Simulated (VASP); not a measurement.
Crystal: Sb3Pd.

```xyz
8
Lattice="8.3230 0.0000 0.0000 -4.1615 7.2079 0.0000 0.0000 0.0000 3.5017" Properties=species:S:1:pos:R:3 pbc="T T T"
Sb    4.1615    4.5427    0.8754
Sb   -1.8534    5.8753    2.6263
Sb    2.3081    1.3326    0.8754
Sb    0.0000    2.6652    2.6263
Sb    6.0149    1.3326    0.8754
Sb    1.8534    5.8753    2.6263
Pd    0.0000    4.8053    0.8754
Pd    4.1615    2.4026    2.6263
```

```yaml
Program: VASP 6.6.1
Task: relaxation of cell and atoms
Functional: PBE
Potentials_or_basis: VASP PAW PBE potentials, release 64 (Sb, Pd)
Cutoff: 600 eV
k_mesh: 3 × 3 × 6
Occupations: gaussian, width 0.1 eV
Spin: no spin polarisation
```

At the start: pressure -0.2 GPa; volume 26.26 Å³/atom.

Where does the relaxation end?

Over 5 steps the energy falls by 2.7 meV/atom and the volume is 25.97 Å³/atom (-1.1 %); space group P6_3/mmc (No. 194, to 0.05 Å).

The path:
```tsv
step	energy change (eV)	largest force (eV/Å)	pressure (GPa)	volume (Å³)
1	0.0000	0.2051	-0.23	210.07
2	-0.0117	0.1505	-0.04	208.93
3	-0.0206	0.0446	0.34	206.90
4	-0.0202	0.0365	-0.41	208.73
5	-0.0219	0.0062	-0.01	207.75
```

Final structure:
```xyz
8
Lattice="8.2800 0.0000 0.0000 -4.1400 7.1707 0.0000 0.0000 0.0000 3.4991" Properties=species:S:1:pos:R:3 pbc="T T T"
Sb    4.1400    4.5499    0.8748
Sb   -1.8703    5.8603    2.6243
Sb    2.2697    1.3104    0.8748
Sb    0.0000    2.6208    2.6243
Sb    6.0103    1.3104    0.8748
Sb    1.8703    5.8603    2.6243
Pd    0.0000    4.7804    0.8748
Pd    4.1400    2.3902    2.6243
```
